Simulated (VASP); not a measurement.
# InSb (I4/mmm) in VASP: a series of runs

The runs below take InSb through single point, with PBEsol.

Everything below comes from runs of VASP 6.6.1. Logs are shortened: lines on timing, memory, paths and dates and some standing lists are left out, and cuts for length are marked.

## 1. The cell of the first run

The structure is tetragonal, space group I4/mmm (No. 139). The conventional cell has a = 4.069 Å, b = 4.069 Å, c = 6.114 Å, α = 90.00°, β = 90.00°, γ = 90.00°. In (site symmetry 4/mmm) has 6 Sb at 2.88 to 3.06 Å within 3.8 Å. Within 3.8 Å of Sb (site symmetry 4/mmm) lie 6 In at 2.88 to 3.06 Å.

## 2. Single point, PBEsol (25.31 Å³/atom)

INCAR reads:

```
ALGO     = Normal         # electronic algorithm
EDIFF    = 1E-6           # SCF threshold, eV
ENCUT    = 520            # plane-wave cutoff, eV
GGA      = PS             # functional
ISIF     = 2              # what is computed and relaxed
ISMEAR   = 0              # smearing method
LASPH    = True           # aspherical terms in the spheres
LCHARG   = True           # write CHGCAR
LELF     = True           # ELF
LREAL    = False          # projectors in reciprocal space
LVHAR    = True         
LWAVE    = False          # write WAVECAR
NBANDS   = 16             # bands
NELM     = 80             # most SCF steps
PREC     = Accurate       # precision mode
SIGMA    = 0.15           # smearing width, eV
```

KPOINTS reads:

```
k-points
0
Gamma
  14 14 14
```

POSCAR reads:

```
InSb
1.0
    0.0000000000      2.8771276737      3.0569481533
    2.8771276737      0.0000000000      3.0569481533
    2.8771276737      2.8771276737      0.0000000000
In Sb
1 1
Direct
    0.0000000000      0.0000000000      0.0000000000
    0.5000000000      0.5000000000      0.5000000000
```

Potentials or basis: VASP PAW PBE potentials, release 64 (In_d, Sb).

On the command line:

```
> cat potpaw_PBE.64/In_d/POTCAR potpaw_PBE.64/Sb/POTCAR > POTCAR
> mpirun -np 1 vasp_std > vasp.out
```

OUTCAR:

```text
EDIFF = 1E-6
   ENCUT = 520
   GGA = PS
   ISIF = 2
   ISMEAR = 0
   LASPH = True
   LREAL = False
   NELM = 80
   PREC = Accurate

 ion  position               nearest neighbor table
   1  0.000  0.000  0.000-   2 2.88   2 2.88   2 2.88   2 2.88   2 3.06   2 3.06
   2  0.500  0.500  0.500-   1 2.88   1 2.88   1 2.88   1 2.88   1 3.06   1 3.06

  LATTYP: Found a body centered tetragonal cell.
 ALAT       =     4.0688729768
 C/A-ratio  =     1.5026019100

  Lattice vectors:

 A1 = (  -2.8771276737,   0.0000000000,   3.0569481533)
 A2 = (   2.8771276737,   0.0000000000,   3.0569481533)
 A3 = (   0.0000000000,   2.8771276737,  -3.0569481533)

Analysis of symmetry for initial positions (statically):
=====================================================================
 Subroutine PRICEL returns:
 Original cell was already a primitive cell.

 Routine SETGRP: Setting up the symmetry group for a
 body centered tetragonal supercell.

 Subroutine GETGRP returns: Found 16 space group operations
 (whereof 16 operations were pure point group operations)
 out of a pool of 16 trial point group operations.

The static configuration has the point symmetry D_4h.

Analysis of symmetry for dynamics (positions and initial velocities):
=====================================================================
 Subroutine PRICEL returns:
 Original cell was already a primitive cell.

 Routine SETGRP: Setting up the symmetry group for a
 body centered tetragonal supercell.

 Subroutine GETGRP returns: Found 16 space group operations
 (whereof 16 operations were pure point group operations)
 out of a pool of 16 trial point group operations.

The dynamic configuration has the point symmetry D_4h.

 Subroutine INISYM returns: Found 16 space group operations
 (whereof 16 operations are pure point group operations),
 and found     1 'primitive' translations

----------------------------------------------------------------------------------------

                                     Primitive cell

  volume of cell :      50.6100

  direct lattice vectors                    reciprocal lattice vectors
     0.000000000  2.877127674  3.056948153    -0.173784432  0.173784432  0.163561819
     2.877127674  0.000000000  3.056948153     0.173784432 -0.173784432  0.163561819
     2.877127674  2.877127674  0.000000000     0.173784432  0.173784432 -0.163561819

  length of vectors
     4.197951365  4.197951365  4.068872977     0.295219455  0.295219455  0.295219455

  position of ions in fractional coordinates (direct lattice)
     0.000000000  0.000000000  0.000000000
     0.500000000  0.500000000  0.500000000

  ion indices of the primitive-cell ions
   primitive index   ion index
                 1           1
                 2           2

----------------------------------------------------------------------------------------

 KPOINTS: k-points

Automatic generation of k-mesh.
 Grid dimensions read from file:
 generate k-points for:   14   14   14

 Generating k-lattice:

  Cartesian coordinates                     Fractional coordinates (reciprocal lattice)
    -0.012413174  0.012413174  0.011682987     0.071428571 -0.000000000  0.000000000
     0.012413174 -0.012413174  0.011682987    -0.000000000  0.071428571  0.000000000
     0.012413174  0.012413174 -0.011682987     0.000000000  0.000000000  0.071428571

  Length of vectors
     0.021087104  0.021087104  0.021087104

  Shift w.r.t. Gamma in fractional coordinates (k-lattice)
     0.000000000  0.000000000  0.000000000

 Subroutine IBZKPT returns following result:
 ===========================================

 Found    244 irreducible k-points:

 Following reciprocal coordinates:
            Coordinates               Weight
  0.000000  0.000000  0.000000      1.000000
  0.071429  0.000000  0.000000      8.000000
  0.142857  0.000000  0.000000      8.000000
  0.214286 -0.000000  0.000000      8.000000
  0.285714  0.000000  0.000000      8.000000
  0.357143  0.000000  0.000000      8.000000
[... 16 lines left out ...]
  0.214286  0.142857  0.000000      8.000000
  0.285714  0.142857  0.000000      8.000000
 [... further k-points ...]
   k-points           NKPTS =    244   k-points in BZ     NKDIM =    244   number of bands    NBANDS=     16
   number of dos      NEDOS =    301   number of ions     NIONS =      2
   total plane-waves  NPLWV =  30720
   dimension x,y,z NGX =    32 NGY =   32 NGZ =   30
   dimension x,y,z NGXF=    64 NGYF=   64 NGZF=   60
   ions per type =               1   1
   NGX,Y,Z   is equivalent  to a cutoff of  12.67, 12.67, 12.26 a.u.
   NGXF,Y,Z  is equivalent  to a cutoff of  25.35, 25.35, 24.51 a.u.
 SYSTEM =  unknown system
   PREC   = accura    normal or accurate (medium, high low for compatibility)
   ISTART =      0    job   : 0-new  1-cont  2-samecut
   ICHARG =      2    charge: 1-file 2-atom 10-const
   ISPIN  =      1    spin polarized calculation?
   LNONCOLLINEAR =      F non collinear calculations
   LSORBIT =      F    spin-orbit coupling
   LASPH  =      T    aspherical Exc in radial PAW
   ENCUT  =  520.0 eV  38.22 Ry    6.18 a.u.   7.81  7.81  7.57*2*pi/ulx,y,z
   NELM   =     80;   NELMIN=  2; NELMDL= -5     # of ELM steps
   EDIFF  = 0.1E-05   stopping-criterion for ELM
   LREAL  =      F    real-space projection
   EDIFFG = 0.1E-04   stopping-criterion for IOM
   NSW    =      0    number of steps for IOM
   IBRION =     -1    ionic relax: 0-MD 1-quasi-New 2-CG
   NFREE  =      0    steps in history (QN), initial steepest desc. (CG)
   ISIF   =      2    stress and relaxation
   ISYM   =      2    0-nonsym 1-usesym 2-fastsym
   POTIM  = 0.5000    time-step for ionic-motion
   TEBEG  =    0.0;   TEEND  =   0.0 temperature during run
   PSTRESS=    0.0 pullay stress
   NELECT =      18.0000    total number of electrons
   NUPDOWN=      -1.0000    fix difference up-down
   EMIN   =  10.00;   EMAX   =-10.00  energy-range for DOS
   EFERMI =   0.00;   METHOD = LEGACY
   ISMEAR =     0;   SIGMA  =   0.15  broadening in eV -4-tet -1-fermi 0-gaus
   EFERMI_NEDOS =   21; number of points for ismear=-14 and -15
   IALGO  =     38    algorithm
   IMIX   =      4    mixing-type and parameters
     AMIX     =   0.40;   BMIX     =  1.00
     AMIX_MAG =   1.60;   BMIX_MAG =  1.00
  volume/ion in A,a.u.               =      25.31       170.77
  Fermi-wavevector in a.u.,A,eV,Ry     =   1.159899  2.191892 18.304815  1.345366
  Thomas-Fermi vector in A             =   2.296487
   LORBIT       =      0    0 simple, 1 ext, 2 COOP (PROOUT), +10 PAW based schemes
   GGA     = PS    functional components
   LHFCALC =     F    Hartree Fock is set to
   AEXX    =    0.0000 exact exchange contribution
   IVDW    =     0    specifies the selected vdW correction
   LEPSILON=     F    determine dielectric tensor
   LRPA    =     F    only Hartree local field effects (RPA)
 non-spin polarized calculation
 Gauss-broadening in eV      SIGMA  =   0.15
  energy-cutoff  :      520.00
  volume of cell :       50.61
 maximum number of plane-waves:      1388
   NGX = 15   NGY = 15   NGZ = 15

 number of electron      18.0000004 magnetization

 Free energy of the ion-electron system (eV)
  ---------------------------------------------------
  ext. energy  EPLUGINS =         0.00000000
  ---------------------------------------------------
  free energy    TOTEN  =        -7.41547260 eV

  energy without entropy =       -7.40200495  energy(sigma->0) =       -7.40873877

 E-fermi :   8.1341     XC(G=0): -10.4727

 val. band max:        8.1329704196   @ k =   0.1429   0.0000   0.0714
 cond. band min:       8.1406504787   @ k =   0.2857   0.0714   0.0000
 fundamental gap:      0.0076800591
 Fermi energy:         8.1341298799

 k-point     1 :       0.0000    0.0000    0.0000
  band No.  band energies     occupation
      1      -6.4273      2.00000
      2      -6.4128      2.00000
      3      -6.3970      2.00000
      4      -6.3615      2.00000
      5      -6.3615      2.00000
      6      -3.7781      2.00000
[... 8 lines left out ...]
     15      15.2486      0.00000
     16      15.2489      0.00000

 k-point     2 :       0.0714    0.0000    0.0000
  band No.  band energies     occupation
      1      -6.4305      2.00000
      2      -6.4139      2.00000
      3      -6.3952      2.00000
      4      -6.3614      2.00000
      5      -6.3599      2.00000
      6      -3.7154      2.00000
[... 8 lines left out ...]
     15      14.9029      0.00000
     16      14.9916      0.00000

 k-point     3 :       0.1429    0.0000    0.0000
  band No.  band energies     occupation
      1      -6.4399      2.00000
      2      -6.4185      2.00000
      3      -6.3895      2.00000
      4      -6.3609      2.00000
      5      -6.3553      2.00000
      6      -3.5280      2.00000
[... 8 lines left out ...]
     15      14.8965      0.00000
     16      15.0221      0.00000

 k-point     4 :       0.2143   -0.0000    0.0000
  band No.  band energies     occupation
      1      -6.4539      2.00000
      2      -6.4266      2.00000
      3      -6.3827      2.00000
      4      -6.3577      2.00000
      5      -6.3482      2.00000
      6      -3.2200      2.00000
[... 8 lines left out ...]
     15      15.5027      0.00000
     16      15.5273      0.00000
[... 324 lines left out ...]
 k-point    22 :       0.1429    0.1429    0.0000
  band No.  band energies     occupation
      1      -6.4463      2.00000
      2      -6.4231      2.00000
      3      -6.4022      2.00000
      4      -6.3508      2.00000
      5      -6.3508      2.00000
      6      -3.4593      2.00000
[... 8 lines left out ...]
     15      16.1328      0.00000
     16      16.1328      0.00000

 k-point    23 :       0.2143    0.1429    0.0000
  band No.  band energies     occupation
      1      -6.4616      2.00000
      2      -6.4252      2.00000
      3      -6.4029      2.00000
      4      -6.3462      2.00000
      5      -6.3444      2.00000
      6      -3.2398      2.00000
[... 8 lines left out ...]
     15      16.3123      0.00000
     16      16.4584      0.00000

 k-point    24 :       0.2857    0.1429    0.0000
  band No.  band energies     occupation
      1      -6.4737      2.00000
      2      -6.4347      2.00000
      3      -6.4001      2.00000
      4      -6.3431      2.00000
      5      -6.3362      2.00000
      6      -2.9055      2.00000
[... 8 lines left out ...]
     15      16.7009      0.00000
     16      17.0050      0.00000

 [... further k-points ...]

------------------------ aborting loop because EDIFF is reached ----------------------------------------

  FORCE on cell =-STRESS in cart. coord.  units (eV):
  Direction    XX          YY          ZZ          XY          YZ          ZX
  --------------------------------------------------------------------------------------
  -------------------------------------------------------------------------------------
  Total        2.8080287      2.8080287      0.3664186      0.0000000      0.0000000      0.0000000
  in kB       88.8946844     88.8946844     11.5998334      0.0000000      0.0000000      0.0000000
  external PRESSURE =      63.1297341 kB  Pullay stress =       0.0000000 kB

 VOLUME and BASIS-vectors are now :
 -----------------------------------------------------------------------------
  energy-cutoff  :      520.00
  volume of cell :       50.61
      direct lattice vectors                 reciprocal lattice vectors
     0.000000000  2.877127674  3.056948153    -0.173784432  0.173784432  0.163561819
     2.877127674  0.000000000  3.056948153     0.173784432 -0.173784432  0.163561819
     2.877127674  2.877127674  0.000000000     0.173784432  0.173784432 -0.163561819

 POSITION                                       TOTAL-FORCE (eV/Angst)
 -----------------------------------------------------------------------------------
      0.00000      0.00000      0.00000         0.000000     -0.000000      0.000000
      2.87713      2.87713      3.05695        -0.000000      0.000000      0.000000
 -----------------------------------------------------------------------------------
    total drift:                                0.000000     -0.000000     -0.000000

  FREE ENERGIE OF THE ION-ELECTRON SYSTEM (eV)
  ---------------------------------------------------
  free  energy   TOTEN  =        -7.4154726042 eV

  energy  without entropy=       -7.4020049456  energy(sigma->0) =       -7.40873877
```

Wall time 56 s (1 thread of Intel Xeon 6975P-C (Granite Rapids), shared host); peak memory 0.33 GiB.

What came out:

* Free energy: -7.4155 eV
* Pressure: 6.3 GPa
* Band gap on the k mesh: zero (bands 9 and 10 overlap by 3.13 eV)

Caveat: the cell stands under pressure; the PAW data sets were made with another functional, which shifts forces and pressure a little; spin-orbit coupling is left out, which moves the levels of the heavy elements.

(Continued in part 2 of 2.)
